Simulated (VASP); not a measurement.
Here is a VASP 6.6.1 calculation.

Contents of INCAR:

```
PREC     = Accurate       # precision mode
ENCUT    = 500            # plane-wave cutoff, eV
EDIFF    = 1E-6           # SCF threshold, eV
ISMEAR   = 0              # smearing method
SIGMA    = 0.02           # smearing width, eV
LREAL    = False          # projectors in reciprocal space
LASPH    = True           # aspherical terms in the spheres
NELM     = 120            # most SCF steps
ALGO     = Normal         # electronic algorithm
ISIF     = 2              # what is computed and relaxed
LWAVE    = False          # write WAVECAR
LCHARG   = True           # write CHGCAR
GGA      = PE             # functional
LELF     = True           # ELF
LVHAR    = True         
NBANDS   = 11             # bands
GGA_COMPAT= False
```

File KPOINTS:

```
Automatic mesh
0
Gamma
  8 8 8
```

POSCAR

```
AlAs
1.0
    0.0000000000      2.8638561894      2.8638561894
    2.8638561894      0.0000000000      2.8638561894
    2.8638561894      2.8638561894      0.0000000000
Al As
1 1
Direct
    0.0000000000      0.0000000000      0.0000000000
    0.2500000000      0.2500000000      0.2500000000
```

Potentials or basis: VASP PAW PBE potentials, release 64 (Al, As).

Run with:

```bash
$ cat potpaw_PBE.64/Al/POTCAR potpaw_PBE.64/As/POTCAR > POTCAR
$ mpirun -np 1 vasp_std > vasp.out
```

Q: What does it give for the band gap on the k mesh?

A: 1.49 eV, indirect (least direct gap 1.78 eV).

Q: Predict the pressure.

A: 0.2 GPa.

A k mesh can miss the band edges. PBE gaps usually lie below the measured ones, often by a third to a half.
